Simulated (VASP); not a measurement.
# Cu (P6_3/mmc) in VASP: notebook, part 2 of 3

VASP 6.6.1. The steps go on from the part before.

### 4 Single point, revPBE (11.30 Å³/atom)

This run uses another cell than the first one, of 11.30 Å³/atom.

INCAR

```
ALGO     = Normal         # electronic algorithm
EDIFF    = 1E-6           # SCF threshold, eV
ENCUT    = 520            # plane-wave cutoff, eV
GGA      = RE             # functional
ISIF     = 2              # what is computed and relaxed
ISMEAR   = -1             # smearing method
LASPH    = True           # aspherical terms in the spheres
LCHARG   = False          # write CHGCAR
LREAL    = False          # projectors in reciprocal space
LWAVE    = False          # write WAVECAR
NBANDS   = 30             # bands
NELM     = 100            # most SCF steps
PREC     = Accurate       # precision mode
SIGMA    = 0.1            # smearing width, eV
```

KPOINTS

```
k-points
0
Gamma
  16 16 5
```

POSCAR

```
Cu
1.0
    2.5187512392      0.0000000000      0.0000000000
   -1.2593756196      2.1813025590      0.0000000000
    0.0000000000      0.0000000000      8.2241929391
Cu
4
Direct
    0.0000000000      0.0000000000      0.0000000000
    0.0000000000      0.0000000000      0.5000000000
    0.3333333333      0.6666666667      0.2500000000
    0.6666666667      0.3333333333      0.7500000000
```

Potentials or basis: VASP PAW PBE potentials, release 64 (Cu).

Run with:

```console
$ cat potpaw_PBE.64/Cu/POTCAR > POTCAR
$ mpirun -np 1 vasp_std > vasp.out
```

OUTCAR:

```text
EDIFF = 1E-6
   ENCUT = 520
   GGA = RE
   ISIF = 2
   ISMEAR = -1
   LASPH = True
   LREAL = False
   NELM = 100
   PREC = Accurate

 ion  position               nearest neighbor table
   1  0.000  0.000  0.000-   3 2.52   4 2.52   4 2.52   3 2.52   4 2.52   3 2.52
   2  0.000  0.000  0.500-   3 2.52   4 2.52   4 2.52   3 2.52   4 2.52   3 2.52
   3  0.333  0.667  0.250-   1 2.52   2 2.52   1 2.52   2 2.52   1 2.52   2 2.52
   4  0.667  0.333  0.750-   1 2.52   2 2.52   1 2.52   2 2.52   1 2.52   2 2.52

  LATTYP: Found a hexagonal cell.
 ALAT       =     2.5187512392
 C/A-ratio  =     3.2651866572

  Lattice vectors:

 A1 = (   2.5187512392,   0.0000000000,   0.0000000000)
 A2 = (  -1.2593756196,   2.1813025590,   0.0000000000)
 A3 = (   0.0000000000,   0.0000000000,   8.2241929391)

Analysis of symmetry for initial positions (statically):
=====================================================================
 Subroutine PRICEL returns:
 Original cell was already a primitive cell.

 Routine SETGRP: Setting up the symmetry group for a
 hexagonal supercell.

 Subroutine GETGRP returns: Found 24 space group operations
 (whereof 12 operations were pure point group operations)
 out of a pool of 24 trial point group operations.

The static configuration has the point symmetry D_3d.
 The point group associated with its full space group is D_6h.

Analysis of symmetry for dynamics (positions and initial velocities):
=====================================================================
 Subroutine PRICEL returns:
 Original cell was already a primitive cell.

 Routine SETGRP: Setting up the symmetry group for a
 hexagonal supercell.

 Subroutine GETGRP returns: Found 24 space group operations
 (whereof 12 operations were pure point group operations)
 out of a pool of 24 trial point group operations.

The dynamic configuration has the point symmetry D_3d.
 The point group associated with its full space group is D_6h.

[... 119 lines left out ...]
   IALGO  =     38    algorithm
   IMIX   =      4    mixing-type and parameters
     AMIX     =   0.40;   BMIX     =  1.00
     AMIX_MAG =   1.60;   BMIX_MAG =  1.00
  volume/ion in A,a.u.               =      11.30        76.23
  Fermi-wavevector in a.u.,A,eV,Ry     =   1.622660  3.066383 35.824492  2.633026
  Thomas-Fermi vector in A             =   2.716237
   LORBIT       =      0    0 simple, 1 ext, 2 COOP (PROOUT), +10 PAW based schemes
   GGA     = RE    functional components
   LHFCALC =     F    Hartree Fock is set to
   AEXX    =    0.0000 exact exchange contribution
   IVDW    =     0    specifies the selected vdW correction
   LEPSILON=     F    determine dielectric tensor
   LRPA    =     F    only Hartree local field effects (RPA)
 non-spin polarized calculation
  energy-cutoff  :      520.00
  volume of cell :       45.19
 maximum number of plane-waves:      1237
 NGX is ok and might be reduce to    20
   NGX =  9   NGY =  9   NGZ = 31

 number of electron      43.9999980 magnetization

 Free energy of the ion-electron system (eV)
  ---------------------------------------------------
  ext. energy  EPLUGINS =         0.00000000
  ---------------------------------------------------
  free energy    TOTEN  =       -13.24388762 eV

  energy without entropy =      -13.20030783  energy(sigma->0) =      -13.22209772

 E-fermi :   8.2324     XC(G=0): -12.8875

 val. band max:        8.2241498847   @ k =   0.1875  -0.0000   0.4000
 cond. band min:       8.2477101144   @ k =   0.3125   0.1875   0.4000
 fundamental gap:      0.0235602297
 Fermi energy:         8.2323912958

 k-point     1 :       0.0000    0.0000    0.0000
  band No.  band energies     occupation
      1      -1.4270      2.00000
      2       0.7543      2.00000
      3       0.7614      2.00000
      4       2.9330      2.00000
      5       4.8258      2.00000
      6       4.8304      2.00000
[... 781 lines left out ...]
     29      18.0792      0.00000
     30      19.7461      0.00000

 [... further k-points ...]

------------------------ aborting loop because EDIFF is reached ----------------------------------------

  FORCE on cell =-STRESS in cart. coord.  units (eV):
  Direction    XX          YY          ZZ          XY          YZ          ZX
  --------------------------------------------------------------------------------------
  -------------------------------------------------------------------------------------
  Total        3.8958513      3.8958513      3.9277757      0.0000000     -0.0000000     -0.0000000
  in kB      138.1396899    138.1396899    139.2716704      0.0000000     -0.0000000     -0.0000000
  external PRESSURE =     138.5170168 kB  Pullay stress =       0.0000000 kB

 VOLUME and BASIS-vectors are now :
 -----------------------------------------------------------------------------
  energy-cutoff  :      520.00
  volume of cell :       45.19
      direct lattice vectors                 reciprocal lattice vectors
     2.518751239  0.000000000  0.000000000     0.397022137  0.229220838  0.000000000
    -1.259375620  2.181302559  0.000000000     0.000000000  0.458441676  0.000000000
     0.000000000  0.000000000  8.224192939     0.000000000  0.000000000  0.121592478

 POSITION                                       TOTAL-FORCE (eV/Angst)
 -----------------------------------------------------------------------------------
      0.00000      0.00000      0.00000        -0.000000      0.000000      0.000000
      0.00000      0.00000      4.11210        -0.000000      0.000000      0.000000
     -0.00000      1.45420      2.05605         0.000000      0.000000     -0.000000
      1.25938      0.72710      6.16814        -0.000000     -0.000000      0.000000
 -----------------------------------------------------------------------------------
    total drift:                                0.000000     -0.000000      0.000000

  FREE ENERGIE OF THE ION-ELECTRON SYSTEM (eV)
  ---------------------------------------------------
  free  energy   TOTEN  =       -13.2438876153 eV

  energy  without entropy=      -13.2003078345  energy(sigma->0) =      -13.22209772
```

Run time: 2.9 min. Hardware: 1 thread of Intel Xeon 8259CL, shared host; peak memory 0.22 GiB.

Results:

| Quantity | Value |
| --- | --- |
| Free energy | -13.2439 eV |
| Pressure | 13.9 GPa |
| Band gap on the k mesh | zero (bands 22 and 23 overlap by 5.36 eV) |

Stress tensor (GPa, compression positive):
```
13.81  0.00  0.00
 0.00 13.81  0.00
 0.00  0.00 13.93
```

Caveat: the cell stands under pressure; the PAW data sets were made with another functional, which shifts forces and pressure a little.

### 5 Single point, revPBE (11.79 Å³/atom)

This run uses another cell than the first one, of 11.79 Å³/atom.

INCAR

```
SYSTEM = Cu
PREC     = Accurate       ! precision mode
ENCUT    = 520            ! plane-wave cutoff, eV
EDIFF    = 1E-7           ! SCF threshold, eV
ISMEAR   = -1             ! smearing method
SIGMA    = 0.1            ! smearing width, eV
LREAL    = .False.        ! projectors in reciprocal space
LASPH    = .True.         ! aspherical terms in the spheres
NELM     = 60             ! most SCF steps
ALGO     = Normal         ! electronic algorithm
ISIF     = 2              ! what is computed and relaxed
LWAVE    = .False.        ! write WAVECAR
LCHARG   = .False.        ! write CHGCAR
GGA      = RE             ! functional
NBANDS   = 30             ! bands
```

KPOINTS

```
Automatic mesh
0
Gamma
  16 16 5
  0 0 0
```

POSCAR

```
Cu
1.0
    2.5547382618      0.0000000000      0.0000000000
   -1.2773691309      2.2124682348      0.0000000000
    0.0000000000      0.0000000000      8.3416972852
Cu
4
Direct
    0.0000000000      0.0000000000      0.0000000000
    0.0000000000      0.0000000000      0.5000000000
    0.3333333333      0.6666666667      0.2500000000
    0.6666666667      0.3333333333      0.7500000000
```

Potentials or basis: VASP PAW PBE potentials, release 64 (Cu).

Run with:

```console
$ cat potpaw_PBE.64/Cu/POTCAR > POTCAR
$ mpirun -np 1 vasp_std > vasp.out
```

OUTCAR:

```text
SYSTEM = Cu
   PREC = Accurate
   ENCUT = 520
   EDIFF = 1E-7
   ISMEAR = -1
   LREAL = .False.
   LASPH = .True.
   NELM = 60
   ISIF = 2
   GGA = RE

 ion  position               nearest neighbor table
   1  0.000  0.000  0.000-   3 2.55   4 2.55   4 2.55   3 2.55   4 2.55   3 2.55
   2  0.000  0.000  0.500-   3 2.55   4 2.55   4 2.55   3 2.55   4 2.55   3 2.55
   3  0.333  0.667  0.250-   1 2.55   2 2.55   1 2.55   2 2.55   1 2.55   2 2.55
   4  0.667  0.333  0.750-   1 2.55   2 2.55   1 2.55   2 2.55   1 2.55   2 2.55

  LATTYP: Found a hexagonal cell.
 ALAT       =     2.5547382618
 C/A-ratio  =     3.2651866573

  Lattice vectors:

 A1 = (   2.5547382618,   0.0000000000,   0.0000000000)
 A2 = (  -1.2773691309,   2.2124682348,   0.0000000000)
 A3 = (   0.0000000000,   0.0000000000,   8.3416972852)

Analysis of symmetry for initial positions (statically):
=====================================================================
 Subroutine PRICEL returns:
 Original cell was already a primitive cell.

 Routine SETGRP: Setting up the symmetry group for a
 hexagonal supercell.

 Subroutine GETGRP returns: Found 24 space group operations
 (whereof 12 operations were pure point group operations)
 out of a pool of 24 trial point group operations.

The static configuration has the point symmetry D_3d.
 The point group associated with its full space group is D_6h.

Analysis of symmetry for dynamics (positions and initial velocities):
=====================================================================
 Subroutine PRICEL returns:
 Original cell was already a primitive cell.

 Routine SETGRP: Setting up the symmetry group for a
 hexagonal supercell.

 Subroutine GETGRP returns: Found 24 space group operations
 (whereof 12 operations were pure point group operations)
 out of a pool of 24 trial point group operations.

The dynamic configuration has the point symmetry D_3d.
 The point group associated with its full space group is D_6h.

 Subroutine INISYM returns: Found 24 space group operations
[... 121 lines left out ...]
     AMIX_MAG =   1.60;   BMIX_MAG =  1.00
  volume/ion in A,a.u.               =      11.79        79.55
  Fermi-wavevector in a.u.,A,eV,Ry     =   1.599803  3.023189 34.822326  2.559369
  Thomas-Fermi vector in A             =   2.697038
   LORBIT       =      0    0 simple, 1 ext, 2 COOP (PROOUT), +10 PAW based schemes
   GGA     = RE    functional components
   LHFCALC =     F    Hartree Fock is set to
   AEXX    =    0.0000 exact exchange contribution
   IVDW    =     0    specifies the selected vdW correction
   LEPSILON=     F    determine dielectric tensor
   LRPA    =     F    only Hartree local field effects (RPA)
 non-spin polarized calculation
  energy-cutoff  :      520.00
  volume of cell :       47.15
 maximum number of plane-waves:      1288
 NGX is ok and might be reduce to    20
   NGX =  9   NGY =  9   NGZ = 31

 number of electron      44.0000014 magnetization

 Free energy of the ion-electron system (eV)
  ---------------------------------------------------
  ext. energy  EPLUGINS =         0.00000000
  ---------------------------------------------------
  free energy    TOTEN  =       -13.36668065 eV

  energy without entropy =      -13.32248603  energy(sigma->0) =      -13.34458334

 E-fermi :   7.6895     XC(G=0): -12.6372

 val. band max:        7.6759893418   @ k =   0.3750   0.1250   0.4000
 cond. band min:       7.6921264435   @ k =   0.3125   0.1875   0.4000
 fundamental gap:      0.0161371017
 Fermi energy:         7.6895423723

 k-point     1 :       0.0000    0.0000    0.0000
  band No.  band energies     occupation
      1      -1.6370      2.00000
      2       0.4848      2.00000
      3       0.4920      2.00000
      4       2.6401      2.00000
      5       4.4427      2.00000
      6       4.4466      2.00000
[... 781 lines left out ...]
     29      17.2144      0.00000
     30      18.8670      0.00000

 [... further k-points ...]

------------------------ aborting loop because EDIFF is reached ----------------------------------------

  FORCE on cell =-STRESS in cart. coord.  units (eV):
  Direction    XX          YY          ZZ          XY          YZ          ZX
  --------------------------------------------------------------------------------------
  -------------------------------------------------------------------------------------
  Total        1.8605021      1.8605021      1.8868656      0.0000000      0.0000000      0.0000000
  in kB       63.2212183     63.2212183     64.1170697      0.0000000      0.0000000      0.0000000
  external PRESSURE =      63.5198354 kB  Pullay stress =       0.0000000 kB

 VOLUME and BASIS-vectors are now :
 -----------------------------------------------------------------------------
  energy-cutoff  :      520.00
  volume of cell :       47.15
      direct lattice vectors                 reciprocal lattice vectors
     2.554738262  0.000000000  0.000000000     0.391429531  0.225991945  0.000000000
    -1.277369131  2.212468235  0.000000000     0.000000000  0.451983890  0.000000000
     0.000000000  0.000000000  8.341697285     0.000000000  0.000000000  0.119879680

 POSITION                                       TOTAL-FORCE (eV/Angst)
 -----------------------------------------------------------------------------------
      0.00000      0.00000      0.00000         0.000000     -0.000000      0.000000
      0.00000      0.00000      4.17085         0.000000     -0.000000      0.000000
     -0.00000      1.47498      2.08542         0.000000      0.000000      0.000000
      1.27737      0.73749      6.25627        -0.000000     -0.000000     -0.000000
 -----------------------------------------------------------------------------------
    total drift:                                0.000000     -0.000000      0.000000

  FREE ENERGIE OF THE ION-ELECTRON SYSTEM (eV)
  ---------------------------------------------------
  free  energy   TOTEN  =       -13.3666806522 eV

  energy  without entropy=      -13.3224860350  energy(sigma->0) =      -13.34458334
```

OSZICAR:

```text
N       E                     dE             d eps       ncg     rms          rms(c)
DAV:   1     0.336599699653E+03    0.33660E+03   -0.19921E+04  5720   0.264E+03
DAV:   2     0.139321241453E+02   -0.32267E+03   -0.31076E+03  5400   0.393E+02
DAV:   3    -0.159510267652E+02   -0.29883E+02   -0.28265E+02  5972   0.166E+02
DAV:   4    -0.167027048606E+02   -0.75168E+00   -0.75036E+00  6198   0.357E+01
DAV:   5    -0.167125193346E+02   -0.98145E-02   -0.98139E-02  7008   0.397E+00    0.149E+01
DAV:   6    -0.146380048480E+02    0.20745E+01   -0.27074E+01  6048   0.111E+02    0.734E+00
DAV:   7    -0.134043685273E+02    0.12336E+01   -0.51194E+00  6218   0.468E+01    0.948E-01
DAV:   8    -0.133769124102E+02    0.27456E-01   -0.92697E-02  7232   0.397E+00    0.781E-01
DAV:   9    -0.133674265611E+02    0.94858E-02   -0.13610E-02  6364   0.315E+00    0.255E-01
DAV:  10    -0.133665874765E+02    0.83908E-03   -0.55040E-03  6546   0.175E+00    0.219E-02
DAV:  11    -0.133666822015E+02   -0.94725E-04   -0.72529E-04  6244   0.404E-01    0.142E-02
DAV:  12    -0.133666795215E+02    0.26799E-05   -0.20912E-05  7328   0.116E-01    0.716E-03
DAV:  13    -0.133666815164E+02   -0.19949E-05   -0.39041E-06  6516   0.394E-02    0.449E-03
DAV:  14    -0.133666807521E+02    0.76433E-06   -0.70676E-07  6012   0.161E-02    0.892E-04
DAV:  15    -0.133666806307E+02    0.12136E-06   -0.13641E-07  3692   0.837E-03    0.518E-04
DAV:  16    -0.133666806522E+02   -0.21438E-07   -0.46116E-08  3570   0.540E-03
   1 F= -.13366681E+02 E0= -.13344583E+02  d E =-.441946E-01
```

Wall time 3.6 min (1 thread of Intel Xeon 8259CL, shared host); peak memory 0.23 GiB.

What came out:

```
Free energy            : -13.3667 eV
Pressure               : 6.4 GPa
Band gap on the k mesh : zero (bands 22 and 23 overlap by 5.23 eV)
```

Caveat: the cell stands under pressure; the PAW data sets were made with another functional, which shifts forces and pressure a little.

[end of part 2 of 3]
